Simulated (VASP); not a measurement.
Set up this calculation in VASP 6.6.1, as the native input.

```yaml
Task: single point
Functional: PBE
Potentials_or_basis: VASP PAW PBE potentials, release 64 (Zr_sv, Ta_pv)
Cutoff: 520 eV
k_mesh: 4 × 4 × 4
Occupations: gaussian, width 0.1 eV
Spin: no spin polarisation
Dipole_correction: no
Further_INCAR_settings: ALGO = Normal; EDIFF = 1e-06; NBANDS = 30
```

The structure of ZrTa3 lies in POSCAR:

```
ZrTa3
1.0
    4.2972949863      0.0000000000      0.0000000000
    0.0000000000      4.2972949863      0.0000000000
    0.0000000000      0.0000000000      4.2972949863
Zr Ta
1 3
Direct
    0.0000000000      0.0000000000      0.0000000000
    0.0000000000      0.5000000000      0.5000000000
    0.5000000000      0.0000000000      0.5000000000
    0.5000000000      0.5000000000      0.0000000000
```

The input as run:

INCAR

```
SYSTEM = ZrTa3
PREC = Accurate
ENCUT = 520
EDIFF = 1E-6
ISMEAR = 0
SIGMA = 0.1
LREAL = .False.
LASPH = .True.
NELM = 100
ALGO = Normal
ISIF = 2
LWAVE = .False.
LCHARG = .True.
GGA = PE
LELF = .True.
LVHAR = .True.
NBANDS = 30
```

KPOINTS

```
regular mesh
0
Gamma
  4 4 4
  0 0 0
```

Potentials or basis: VASP PAW PBE potentials, release 64 (Zr_sv, Ta_pv).

Launch:

```console
$ cat potpaw_PBE.64/Zr_sv/POTCAR potpaw_PBE.64/Ta_pv/POTCAR > POTCAR
$ mpirun -np 1 vasp_std > vasp.out
```

It gave:

```json
{
  "Pressure": "0.1 GPa",
  "Band gap on the k mesh": "zero (an odd number of electrons rules out a gap without spin polarisation)"
}
```

Caveat: the k points lie up to 0.37 Å⁻¹ apart, too coarse for converged energies and pressures of a metal; spin-orbit coupling is left out, which moves the levels of the heavy elements.

Run time: 20 s on 1 thread of Intel(R) Xeon(R) Platinum 8259CL CPU @ 2.50GHz (Skylake/Cascade Lake), with other jobs on the host, peak memory 0.18 GiB.
